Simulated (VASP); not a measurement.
# Li2S (Fm-3m) in VASP: a series of runs

Li2S is run at these levels: r2SCAN; tasks: relaxation of cell and atoms.

All numbers are computed with VASP 6.6.1; they aren't measurements. Logs are shortened: lines on timing, memory, paths and dates and some standing lists are left out, and cuts for length are marked.

## Step 1: The cell of the first run

The structure is cubic, space group Fm-3m (No. 225). The conventional cell has a = 5.689 Å, b = 5.689 Å, c = 5.689 Å, α = 90.00°, β = 90.00°, γ = 90.00°. Within 3.3 Å of Li (site symmetry -43m) lie 4 S at 2.46 Å and 6 Li at 2.84 Å. S (site symmetry m-3m) has 8 Li at 2.46 Å within 3.3 Å.

## Step 2: Relaxation of cell and atoms, r2SCAN, target pressure 4 GPa, at which the enthalpy is minimised

The input, POSCAR:

```
Li2S
1.0
    2.8445000000      2.8445000000      0.0000000000
   -2.8445000000      2.8445000000      0.0000000000
    0.0000000000      2.8445000000      2.8445000000
Li S
2 1
Direct
    0.2500000000      0.7500000000      0.5000000000
    0.7500000000      0.2500000000      0.5000000000
    0.0000000000      0.0000000000      0.0000000000
```

The input, INCAR.step1:

```
PREC     = Accurate       # precision mode
ENCUT    = 830            # plane-wave cutoff, eV
ISMEAR   = 0              # smearing method
SIGMA    = 0.01           # smearing width, eV
LREAL    = F              # projectors in reciprocal space
LASPH    = T              # aspherical terms in the spheres
NELM     = 120            # most SCF steps
GGA      = PE             # functional
ALGO     = Normal         # electronic algorithm
EDIFF    = 1E-5           # SCF threshold, eV
LWAVE    = T              # write WAVECAR
LCHARG   = F              # write CHGCAR
GGA_COMPAT= F            
IBRION   = 2              # ionic algorithm
ISIF     = 3              # what is computed and relaxed
EDIFFG   = -0.005         # ionic threshold
NELMIN   = 4            
NSW      = 100            # ionic steps
```

The input, INCAR.step2:

```
PREC     = Accurate       # precision mode
ENCUT    = 830            # plane-wave cutoff, eV
EDIFF    = 1E-7           # SCF threshold, eV
ISMEAR   = 0              # smearing method
SIGMA    = 0.01           # smearing width, eV
LREAL    = F              # projectors in reciprocal space
LASPH    = T              # aspherical terms in the spheres
NELM     = 120            # most SCF steps
ALGO     = Normal         # electronic algorithm
ISIF     = 3              # what is computed and relaxed
LWAVE    = F              # write WAVECAR
LCHARG   = F              # write CHGCAR
METAGGA  = R2SCAN         # meta-GGA
LMIXTAU  = T            
IBRION   = 2              # ionic algorithm
NSW      = 100            # ionic steps
EDIFFG   = -0.002         # ionic threshold
PSTRESS  = 40.0         
ISTART   = 1            
GGA_COMPAT= F            
NELMIN   = 4
```

The input, KPOINTS:

```
regular mesh
0
Gamma
  8 8 8
```

Potentials or basis: VASP PAW PBE potentials, release 64 (Li_sv, S).

The run is started by

```sh
$ cat potpaw_PBE.64/Li_sv/POTCAR potpaw_PBE.64/S/POTCAR > POTCAR
$ cp INCAR.step1 INCAR
$ mpirun -np 1 vasp_std > vasp.out
$ cp INCAR.step2 INCAR
$ mpirun -np 1 vasp_std > vasp.out
```

OUTCAR:

```text
PREC = Accurate
   ENCUT = 830
   EDIFF = 1E-7
   ISMEAR = 0
   LREAL = F
   LASPH = T
   NELM = 120
   ISIF = 3
   METAGGA = R2SCAN
   IBRION = 2
   NSW = 100
   EDIFFG = -0.002
   PSTRESS = 40.0
   ISTART = 1
   NELMIN = 4

 ion  position               nearest neighbor table
   1  0.250  0.750  0.500-   3 2.46   3 2.46   3 2.46   3 2.46
   2  0.750  0.250  0.500-   3 2.46   3 2.46   3 2.46   3 2.46
   3  0.000  0.000  0.000-   2 2.46   1 2.46   1 2.46   2 2.46   1 2.46   2 2.46   2 2.46   1 2.46

  LATTYP: Found a face centered cubic cell.
 ALAT       =     5.6890000000

  Lattice vectors:

 A1 = (   0.0000000000,   2.8445000000,   2.8445000000)
 A2 = (   2.8445000000,   0.0000000000,   2.8445000000)
 A3 = (   2.8445000000,   2.8445000000,   0.0000000000)

Analysis of symmetry for initial positions (statically):
=====================================================================
 Subroutine PRICEL returns:
 Original cell was already a primitive cell.

 Routine SETGRP: Setting up the symmetry group for a
 face centered cubic supercell.

 Subroutine GETGRP returns: Found 48 space group operations
 (whereof 48 operations were pure point group operations)
 out of a pool of 48 trial point group operations.

The static configuration has the point symmetry O_h .

Analysis of symmetry for dynamics (positions and initial velocities):
=====================================================================
 Subroutine PRICEL returns:
 Original cell was already a primitive cell.

 Routine SETGRP: Setting up the symmetry group for a
 face centered cubic supercell.

 Subroutine GETGRP returns: Found 48 space group operations
 (whereof 48 operations were pure point group operations)
 out of a pool of 48 trial point group operations.

The dynamic configuration has the point symmetry O_h .

 Subroutine INISYM returns: Found 48 space group operations
 (whereof 48 operations are pure point group operations),
 and found     1 'primitive' translations

----------------------------------------------------------------------------------------

                                     Primitive cell

  volume of cell :      46.0307

  direct lattice vectors                    reciprocal lattice vectors
     2.844500000  2.844500000  0.000000000     0.175777817  0.175777817 -0.175777817
    -2.844500000  2.844500000  0.000000000    -0.175777817  0.175777817 -0.175777817
     0.000000000  2.844500000  2.844500000     0.000000000  0.000000000  0.351555634

  length of vectors
     4.022730478  4.022730478  4.022730478     0.304456110  0.304456110  0.351555634

  position of ions in fractional coordinates (direct lattice)
     0.250000000  0.750000000  0.500000000
     0.750000000  0.250000000  0.500000000
     0.000000000  0.000000000  0.000000000

  ion indices of the primitive-cell ions
   primitive index   ion index
                 1           1
                 2           2
                 3           3

----------------------------------------------------------------------------------------

 KPOINTS: regular mesh

Automatic generation of k-mesh.
 Grid dimensions read from file:
 generate k-points for:    8    8    8

 Generating k-lattice:

  Cartesian coordinates                     Fractional coordinates (reciprocal lattice)
     0.021972227  0.021972227 -0.021972227     0.125000000  0.000000000  0.000000000
    -0.021972227  0.021972227 -0.021972227     0.000000000  0.125000000  0.000000000
     0.000000000  0.000000000  0.043944454     0.000000000  0.000000000  0.125000000

  Length of vectors
     0.038057014  0.038057014  0.043944454

  Shift w.r.t. Gamma in fractional coordinates (k-lattice)
     0.000000000  0.000000000  0.000000000

 Subroutine IBZKPT returns following result:
 ===========================================

 Found     29 irreducible k-points:

 Following reciprocal coordinates:
            Coordinates               Weight
  0.000000  0.000000  0.000000      1.000000
  0.125000  0.000000  0.000000      8.000000
  0.250000  0.000000  0.000000      8.000000
[... 39 lines left out ...]
  volume/ion in A,a.u.               =      15.34       103.54
  Fermi-wavevector in a.u.,A,eV,Ry     =   1.045810  1.976294 14.880934  1.093718
  Thomas-Fermi vector in A             =   2.180621
   LORBIT       =      0    0 simple, 1 ext, 2 COOP (PROOUT), +10 PAW based schemes
   METAGGA = R2SCAN    functional components
   LHFCALC =     F    Hartree Fock is set to
   AEXX    =    0.0000 exact exchange contribution
   IVDW    =     0    specifies the selected vdW correction
   LEPSILON=     F    determine dielectric tensor
   LRPA    =     F    only Hartree local field effects (RPA)
 conjugate gradient relaxation of ions
 non-spin polarized calculation
 Gauss-broadening in eV      SIGMA  =   0.01
  energy-cutoff  :      830.00
  volume of cell :       46.03
 maximum number of plane-waves:      2541
 NGX is ok and might be reduce to    40
   NGX = 19   NGY = 19   NGZ = 19

--------------------------------------- Ionic step        1  -------------------------------------------

 number of electron      12.0000004 magnetization

 Free energy of the ion-electron system (eV)
  ---------------------------------------------------
  ext. energy  EPLUGINS =         0.00000000
  ---------------------------------------------------
  free energy    TOTEN  =       -17.38407030 eV

  energy without entropy =      -17.38407030  energy(sigma->0) =      -17.38407030

------------------------ aborting loop because EDIFF is reached ----------------------------------------

  FORCE on cell =-STRESS in cart. coord.  units (eV):
  Direction    XX          YY          ZZ          XY          YZ          ZX
  --------------------------------------------------------------------------------------
  -------------------------------------------------------------------------------------
  Total       -0.0482875     -0.0482875     -0.0482875      0.0000000      0.0000000      0.0000000
  in kB       -1.6807291     -1.6807291     -1.6807291      0.0000000      0.0000000      0.0000000
  external PRESSURE =     -41.6807291 kB  Pullay stress =      40.0000000 kB
[... 102 lines left out ...]
  enthalpy is  TOTEN    =       -16.2843356303 eV   P V=        1.0603373870

--------------------------------------- Ionic step        4  -------------------------------------------

 number of electron      11.9999996 magnetization

 Free energy of the ion-electron system (eV)
  ---------------------------------------------------
  ext. energy  EPLUGINS =         0.00000000
  ---------------------------------------------------
  free energy    TOTEN  =       -17.34220057 eV

  energy without entropy =      -17.34220057  energy(sigma->0) =      -17.34220057

 E-fermi :   1.9425     XC(G=0):  -9.2683

 val. band max:        1.7488184379   @ k =   0.0000   0.0000   0.0000
 cond. band min:       5.5455019203   @ k =   0.5000   0.5000   0.0000
 fundamental gap:      3.7966834824
 Fermi energy:         1.9425362021

 k-point     1 :       0.0000    0.0000    0.0000
  band No.  band energies     occupation
      1     -43.6933      2.00000
      2     -43.6354      2.00000
      3      -9.9799      2.00000
      4       1.7488      2.00000
      5       1.7488      2.00000
      6       1.7488      2.00000
      7       7.2625      0.00000
      8       8.6827      0.00000
      9       8.6827      0.00000
     10       8.6827      0.00000
[... 287 lines left out ...]
 k-point    24 :       0.5000    0.2500    0.1250
  band No.  band energies     occupation
      1     -43.6628      2.00000
      2     -43.6627      2.00000
      3      -9.3881      2.00000
      4      -1.1088      2.00000
      5       0.3766      2.00000
      6       0.7244      2.00000
      7       8.2454      0.00000
      8       9.4321      0.00000
      9      11.2288      0.00000
     10      11.9146      0.00000

 [... further k-points ...]

------------------------ aborting loop because EDIFF is reached ----------------------------------------

  FORCE on cell =-STRESS in cart. coord.  units (eV):
  Direction    XX          YY          ZZ          XY          YZ          ZX
  --------------------------------------------------------------------------------------
  -------------------------------------------------------------------------------------
  Total        1.0564945      1.0564945      1.0564945     -0.0000000     -0.0000000      0.0000000
  in kB       39.9469149     39.9469149     39.9469149     -0.0000000     -0.0000000      0.0000000
  external PRESSURE =      -0.0530851 kB  Pullay stress =      40.0000000 kB
[... 18 lines left out ...]
  FREE ENERGIE OF THE ION-ELECTRON SYSTEM (eV)
  ---------------------------------------------------
  free  energy   TOTEN  =       -17.3422005722 eV

  energy  without entropy=      -17.3422005722  energy(sigma->0) =      -17.34220057

  enthalpy is  TOTEN    =       -16.2843021298 eV   P V=        1.0578984425

 reached required accuracy - stopping structural energy minimisation
```

It took 16 min on 1 thread of Oxide Virtual Turin-like, shared host; peak memory 0.24 GiB.

Results:

```
Free energy                                                : -17.3422 eV
Relaxed volume                                             : 14.12 Å³/atom
Relaxed cell                                               : a = 3.913 Å, b = 3.913 Å, c = 3.913 Å, α = 60.00°, β = 60.00°, γ = 90.00°
Space group after relaxing (to 0.1 Å)                      : Fm-3m (No. 225)
Energy change on relaxing (the run minimises the enthalpy) : +14.0 meV/atom
Ionic steps                                                : 4
Pressure after relaxing                                    : 4.0 GPa
Band gap on the k mesh                                     : 3.80 eV (least direct gap 5.41 eV)
```

Step by step:
| step | energy change (eV) | largest force (eV/Å) | pressure (GPa) | volume (Å³) |
| --- | --- | --- | --- | --- |
| 1 | 0.0000 | 0.0000 | -0.17 | 46.03 |
| 2 | 0.0195 | 0.0000 | 2.69 | 43.42 |
| 3 | 0.0394 | 0.0000 | 3.87 | 42.47 |
| 4 | 0.0419 | 0.0000 | 3.99 | 42.37 |

Final structure:
```cif
data_structure
_symmetry_space_group_name_H-M 'P 1'
_symmetry_Int_Tables_number 1
_cell_length_a 3.9132
_cell_length_b 3.9132
_cell_length_c 3.9132
_cell_angle_alpha 60.000
_cell_angle_beta 60.000
_cell_angle_gamma 90.000
_cell_volume 42.37
loop_
_atom_site_label
_atom_site_type_symbol
_atom_site_fract_x
_atom_site_fract_y
_atom_site_fract_z
_atom_site_occupancy
Li1 Li 0.25000 0.75000 0.50000 1
Li2 Li 0.75000 0.25000 0.50000 1
S1 S 0.00000 0.00000 0.00000 1
```

Levels at points of the mesh, in eV from the valence-band top:
```csv
k point,band 4,band 5,band 6,band 7,band 8,band 9
"(0.00, 0.00, 0.00)",0.00,0.00,0.00,5.51,6.93,6.93
"(0.50, 0.00, 0.00)",-3.18,-0.58,-0.58,7.22,7.22,7.38
"(0.50, 0.50, 0.00)",-2.35,-1.61,-1.61,3.80,8.10,12.82
```

Caveat: the cell is relaxed towards a set pressure, so the run minimises the enthalpy, not the energy; the PAW data sets were made with another functional, which shifts forces and pressure a little. A k mesh can miss the band edges.

## Step 3: Relaxation of cell and atoms, r2SCAN, target pressure 7 GPa, at which the enthalpy is minimised

POSCAR is that of step 2.

The input, INCAR.step1:

```
SYSTEM = Li2S
ALGO = Normal ; EDIFF = 1E-5
EDIFFG = -0.005 ; ENCUT = 830
GGA = PE ; GGA_COMPAT = .FALSE.
IBRION = 2 ; ISIF = 3
ISMEAR = 0 ; LASPH = .TRUE.
LCHARG = .FALSE. ; LREAL = .FALSE.
LWAVE = .TRUE. ; NELM = 120
NELMIN = 4 ; NSW = 100
PREC = Accurate ; SIGMA = 0.01
```

The input, INCAR.step2:

```
SYSTEM = Li2S
ALGO = Normal ; EDIFF = 1E-7
EDIFFG = -0.002 ; ENCUT = 830
GGA_COMPAT = .FALSE. ; IBRION = 2
ISIF = 3 ; ISMEAR = 0
ISTART = 1 ; LASPH = .TRUE.
LCHARG = .FALSE. ; LMIXTAU = .TRUE.
LREAL = .FALSE. ; LWAVE = .FALSE.
METAGGA = R2SCAN ; NELM = 120
NELMIN = 4 ; NSW = 100
PREC = Accurate ; PSTRESS = 70.0
SIGMA = 0.01
```

The input, KPOINTS:

```
k-points
0
G
  8 8 8
  0 0 0
```

Potentials or basis: VASP PAW PBE potentials, release 64 (Li_sv, S).

The run is started by

```sh
$ cat potpaw_PBE.64/Li_sv/POTCAR potpaw_PBE.64/S/POTCAR > POTCAR
$ cp INCAR.step1 INCAR
$ mpirun -np 1 vasp_std > vasp.out
$ cp INCAR.step2 INCAR
$ mpirun -np 1 vasp_std > vasp.out
```

Wall time 20 min (1 thread of Oxide Virtual Turin-like, shared host); peak memory 0.24 GiB.

Results (log left out):

* Free energy: -17.2641 eV
* Relaxed volume: 13.40 Å³/atom
* Relaxed cell: a = 3.845 Å, b = 3.845 Å, c = 3.845 Å, α = 60.00°, β = 60.00°, γ = 90.00°
* Space group after relaxing (to 0.1 Å): Fm-3m (No. 225)
* Energy change on relaxing (the run minimises the enthalpy): +40.0 meV/atom
* Ionic steps: 5
* Pressure after relaxing: 7.0 GPa
* Band gap on the k mesh: 3.75 eV (least direct gap 5.49 eV)

Step by step:
```
step  energy change (eV)  largest force (eV/Å)  pressure (GPa)  volume (Å³)
   1              0.0000                0.0000           -0.17        46.03
   2              0.0644                0.0000            4.99        41.61
   3              0.1187                0.0000            6.96        40.22
   4              0.1238                0.0000            7.16        40.11
   5              0.1200                0.0000            7.01        40.19
```

Final structure:
```
Li S
1.0
     2.71878    2.71878    0.00000
    -2.71878    2.71878    0.00000
     0.00000    2.71878    2.71878
Li S
2 1
Direct
  0.25000 0.75000 0.50000
  0.75000 0.25000 0.50000
  0.00000 0.00000 0.00000
```

Levels at points of the mesh, in eV from the valence-band top:
```tsv
k point	band 4	band 5	band 6	band 7	band 8	band 9
(0.00, 0.00, 0.00)	0.00	0.00	0.00	5.79	6.93	6.93
(0.50, 0.00, 0.00)	-3.39	-0.62	-0.62	7.23	7.23	7.58
(0.50, 0.50, 0.00)	-2.49	-1.74	-1.74	3.75	8.16	13.25
```

Caveat: the cell is relaxed towards a set pressure, so the run minimises the enthalpy, not the energy; the PAW data sets were made with another functional, which shifts forces and pressure a little. A k mesh can miss the band edges.

## Step 4: Relaxation of cell and atoms, r2SCAN, target pressure 10 GPa, at which the enthalpy is minimised

POSCAR is that of step 3.

The input, INCAR.step1:

```
SYSTEM = Li2S
ALGO     = Normal         ! electronic algorithm
EDIFF    = 1E-5           ! SCF threshold, eV
EDIFFG   = -0.005         ! ionic threshold
ENCUT    = 830            ! plane-wave cutoff, eV
GGA      = PE             ! functional
GGA_COMPAT= .False.      
IBRION   = 2              ! ionic algorithm
ISIF     = 3              ! what is computed and relaxed
ISMEAR   = 0              ! smearing method
LASPH    = .True.         ! aspherical terms in the spheres
LCHARG   = .False.        ! write CHGCAR
LREAL    = .False.        ! projectors in reciprocal space
LWAVE    = .True.         ! write WAVECAR
NELM     = 120            ! most SCF steps
NELMIN   = 4            
NSW      = 100            ! ionic steps
PREC     = Accurate       ! precision mode
SIGMA    = 0.01           ! smearing width, eV
```

The input, INCAR.step2:

```
SYSTEM = Li2S
ALGO     = Normal         ! electronic algorithm
EDIFF    = 1E-7           ! SCF threshold, eV
EDIFFG   = -0.002         ! ionic threshold
ENCUT    = 830            ! plane-wave cutoff, eV
GGA_COMPAT= .False.      
IBRION   = 2              ! ionic algorithm
ISIF     = 3              ! what is computed and relaxed
ISMEAR   = 0              ! smearing method
ISTART   = 1            
LASPH    = .True.         ! aspherical terms in the spheres
LCHARG   = .False.        ! write CHGCAR
LMIXTAU  = .True.       
LREAL    = .False.        ! projectors in reciprocal space
LWAVE    = .False.        ! write WAVECAR
METAGGA  = R2SCAN         ! meta-GGA
NELM     = 120            ! most SCF steps
NELMIN   = 4            
NSW      = 100            ! ionic steps
PREC     = Accurate       ! precision mode
PSTRESS  = 100.0        
SIGMA    = 0.01           ! smearing width, eV
```

The input, KPOINTS:

```
k-points
0
Gamma
  8 8 8
  0 0 0
```

The run is started by

```sh
$ cat potpaw_PBE.64/Li_sv/POTCAR potpaw_PBE.64/S/POTCAR > POTCAR
$ cp INCAR.step1 INCAR
$ mpirun -np 1 vasp_std > vasp.out
$ cp INCAR.step2 INCAR
$ mpirun -np 1 vasp_std > vasp.out
```

Run time: 17 min. Hardware: 1 thread of Oxide Virtual Turin-like, shared host; peak memory 0.25 GiB.

The run converged. Its results:

- Free energy: -17.1812 eV
- Relaxed volume: 12.89 Å³/atom
- Relaxed cell: a = 3.796 Å, b = 3.796 Å, c = 3.796 Å, α = 60.00°, β = 60.00°, γ = 90.00°
- Space group after relaxing (to 0.1 Å): Fm-3m (No. 225)
- Energy change on relaxing (the run minimises the enthalpy): +67.6 meV/atom
- Ionic steps: 4
- Pressure after relaxing: 10.0 GPa
- Band gap on the k mesh: 3.70 eV (least direct gap 5.53 eV)

The path:
```csv
step,energy change (eV),largest force (eV/Å),pressure (GPa),volume (Å³)
1,0.0000,0.0000,-0.17,46.03
2,0.1366,0.0000,7.66,39.84
3,0.2152,0.0000,10.40,38.48
4,0.2029,0.0000,10.00,38.67
```

Final structure:
```
CELL_PARAMETERS angstrom
2.68389 2.68389 0.00000
-2.68389 2.68389 0.00000
0.00000 2.68389 2.68389
ATOMIC_POSITIONS crystal
Li 0.25000 0.75000 0.50000
Li 0.75000 0.25000 0.50000
S 0.00000 0.00000 0.00000
```

Levels at points of the mesh, in eV from the valence-band top:
```tsv
k point	band 2	band 3	band 4	band 5	band 6	band 7	band 8	band 9	band 10
(0.00, 0.00, 0.00)	-45.21	-12.03	0.00	0.00	0.00	6.05	6.93	6.93	6.93
(0.50, 0.00, 0.00)	-45.25	-11.43	-3.54	-0.66	-0.66	7.23	7.23	7.81	10.08
(0.50, 0.50, 0.00)	-45.23	-11.26	-2.58	-1.83	-1.83	3.70	8.29	13.57	13.57
```

Caveat: the cell is relaxed towards a set pressure, so the run minimises the enthalpy, not the energy; the volume moved by over 15 % at a fixed basis, so the end points are rough; the PAW data sets were made with another functional, which shifts forces and pressure a little.

## Step 5: The runs side by side

| cell | gap on the mesh (eV) | pressure (GPa) |
| --- | --- | --- |
| relaxed to 4 GPa | 3.80 | 4.0 |
| relaxed to 7 GPa | 3.75 | 7.0 |
| relaxed to 10 GPa | 3.70 | 10.0 |

Alike in all rows: task relaxation of cell and atoms; level r2SCAN; potentials or basis VASP PAW PBE potentials, release 64 (Li_sv, S); no spin polarisation; k mesh 8 × 8 × 8; cutoff (eV) 830; smearing gaussian 0.01 eV.

Caveats: the cell is relaxed towards a set pressure, so the run minimises the enthalpy, not the energy; the PAW data sets were made with another functional, which shifts forces and pressure a little; the volume moved by over 15 % at a fixed basis, so the end points are rough (at least some runs).

Total energies depend on the potentials used, so only differences within one code and one set of settings carry meaning.
